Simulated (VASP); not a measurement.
# BiTe (Fm-3m) in VASP: a series of runs, part 2 of 2

VASP 6.6.1. Earlier steps stand in the parts before.

### Step 4. Single point, PBE (volume scaled by 1.02)

INCAR reads:

```
  ALGO = Normal
  EDIFF = 1E-6
  ENCUT = 520
  GGA = PE
  ISIF = 2
  ISMEAR = -1
  LASPH = T
  LCHARG = F
  LREAL = F
  LWAVE = F
  NBANDS = 18
  NELM = 60
  PREC = Accurate
  SIGMA = 0.08
```

KPOINTS reads:

```
k-points
0
Gamma
  10 10 10
```

POSCAR reads:

```
BiTe
1.0
    0.0000000000      3.2564244654      3.2564244654
    3.2564244654      0.0000000000      3.2564244654
    3.2564244654      3.2564244654      0.0000000000
Bi Te
1 1
Direct
    0.0000000000      0.0000000000      0.0000000000
    0.5000000000      0.5000000000      0.5000000000
```

Potentials or basis: VASP PAW PBE potentials, release 64 (Bi_d, Te).

The run is started by

```console
cat potpaw_PBE.64/Bi_d/POTCAR potpaw_PBE.64/Te/POTCAR > POTCAR
mpirun -np 1 vasp_std > vasp.out
```

OUTCAR:

```text
EDIFF = 1E-6
   ENCUT = 520
   GGA = PE
   ISIF = 2
   ISMEAR = -1
   LASPH = T
   LREAL = F
   NELM = 60
   PREC = Accurate

 ion  position               nearest neighbor table
   1  0.000  0.000  0.000-   2 3.26   2 3.26   2 3.26   2 3.26   2 3.26   2 3.26
   2  0.500  0.500  0.500-   1 3.26   1 3.26   1 3.26   1 3.26   1 3.26   1 3.26

  LATTYP: Found a face centered cubic cell.
 ALAT       =     6.5128489308

  Lattice vectors:

 A1 = (   0.0000000000,   3.2564244654,   3.2564244654)
 A2 = (   3.2564244654,   0.0000000000,   3.2564244654)
 A3 = (   3.2564244654,   3.2564244654,   0.0000000000)

Analysis of symmetry for initial positions (statically):
=====================================================================
 Subroutine PRICEL returns:
 Original cell was already a primitive cell.

 Routine SETGRP: Setting up the symmetry group for a
 face centered cubic supercell.

 Subroutine GETGRP returns: Found 48 space group operations
 (whereof 48 operations were pure point group operations)
 out of a pool of 48 trial point group operations.
[... 159 lines left out ...]
  free energy    TOTEN  =        -7.18963216 eV

  energy without entropy =       -7.15843210  energy(sigma->0) =       -7.17403213

 E-fermi :   6.4194     XC(G=0):  -9.3460

 val. band max:        6.4140718478   @ k =  -0.2000   0.1000   0.0000
 cond. band min:       6.4249657693   @ k =   0.5000   0.1000   0.0000
 fundamental gap:      0.0108939216
 Fermi energy:         6.4194344862

 k-point     1 :       0.0000    0.0000    0.0000
  band No.  band energies     occupation
      1     -16.7341      2.00000
      2     -16.7341      2.00000
      3     -16.7322      2.00000
      4     -16.7322      2.00000
      5     -16.7322      2.00000
      6      -6.9752      2.00000
[... 481 lines left out ...]
      5     -16.7247      2.00000
      6      -5.7048      2.00000
[... 10 lines left out ...]
     17      15.3252      0.00000
     18      15.4054      0.00000

 [... further k-points ...]

------------------------ aborting loop because EDIFF is reached ----------------------------------------

  FORCE on cell =-STRESS in cart. coord.  units (eV):
  Direction    XX          YY          ZZ          XY          YZ          ZX
  --------------------------------------------------------------------------------------
  -------------------------------------------------------------------------------------
  Total       -0.0968277     -0.0968277     -0.0968277     -0.0000000      0.0000000      0.0000000
  in kB       -2.2462442     -2.2462442     -2.2462442     -0.0000000      0.0000000      0.0000000
  external PRESSURE =      -2.2462442 kB  Pullay stress =       0.0000000 kB

 VOLUME and BASIS-vectors are now :
 -----------------------------------------------------------------------------
  energy-cutoff  :      520.00
  volume of cell :       69.06
      direct lattice vectors                 reciprocal lattice vectors
     0.000000000  3.256424465  3.256424465    -0.153542637  0.153542637  0.153542637
     3.256424465  0.000000000  3.256424465     0.153542637 -0.153542637  0.153542637
     3.256424465  3.256424465  0.000000000     0.153542637  0.153542637 -0.153542637

 POSITION                                       TOTAL-FORCE (eV/Angst)
 -----------------------------------------------------------------------------------
      0.00000      0.00000      0.00000        -0.000000      0.000000      0.000000
      3.25642      3.25642      3.25642         0.000000     -0.000000      0.000000
 -----------------------------------------------------------------------------------
    total drift:                               -0.000000      0.000000      0.000000

  FREE ENERGIE OF THE ION-ELECTRON SYSTEM (eV)
  ---------------------------------------------------
  free  energy   TOTEN  =        -7.1896321618 eV

  energy  without entropy=       -7.1584320976  energy(sigma->0) =       -7.17403213
```

OSZICAR:

```text
N       E                     dE             d eps       ncg     rms          rms(c)
DAV:   1     0.160598320700E+03    0.16060E+03   -0.97799E+03  1692   0.111E+03
DAV:   2     0.489685063572E+01   -0.15570E+03   -0.15168E+03  1832   0.304E+02
DAV:   3    -0.688960978327E+01   -0.11786E+02   -0.11679E+02  2098   0.887E+01
DAV:   4    -0.720288870111E+01   -0.31328E+00   -0.31299E+00  2094   0.157E+01
DAV:   5    -0.721653610884E+01   -0.13647E-01   -0.13647E-01  2306   0.311E+00    0.618E+00
DAV:   6    -0.718522165518E+01    0.31314E-01   -0.10890E-01  2382   0.197E+00    0.379E+00
DAV:   7    -0.718952255493E+01   -0.43009E-02   -0.27185E-02  1882   0.831E-01    0.659E-01
DAV:   8    -0.718949719990E+01    0.25355E-04   -0.39622E-03  2090   0.421E-01    0.114E-01
DAV:   9    -0.718963080669E+01   -0.13361E-03   -0.39912E-04  1940   0.121E-01    0.441E-02
DAV:  10    -0.718963185258E+01   -0.10459E-05   -0.15397E-05  2242   0.235E-02    0.286E-02
DAV:  11    -0.718963262237E+01   -0.76978E-06   -0.10733E-05  1832   0.205E-02    0.578E-03
DAV:  12    -0.718963216177E+01    0.46059E-06   -0.15314E-06  1474   0.957E-03
   1 F= -.71896322E+01 E0= -.71740321E+01  d E =-.312001E-01
```

Run time: 76 s. Hardware: 1 thread of AMD EPYC 7R43 (Zen 3), shared host; peak memory 0.2 GiB.

What came out:

| Quantity | Value |
| --- | --- |
| Free energy | -7.1896 eV |
| Pressure | -0.2 GPa |

Caveat: spin-orbit coupling is left out, which moves the levels of the heavy elements.

### Step 5. The runs side by side

```csv
cell,gap on the mesh (eV),pressure (GPa)
"a = 4.513 Å, angles 60.0°, 2 atoms",none,3.0
"a = 4.544 Å, angles 60.0°, 2 atoms",none,1.8
"a = 4.605 Å, angles 60.0°, 2 atoms",none,-0.2
```

Alike in all rows: task single point; level PBE; potentials or basis VASP PAW PBE potentials, release 64 (Bi_d, Te); no spin polarisation; k mesh 10 × 10 × 10; cutoff (eV) 520; smearing fermi-dirac 0.08 eV.

Caveats: spin-orbit coupling is left out, which moves the levels of the heavy elements.

Absolute energies hang on the potentials; compare differences alone.
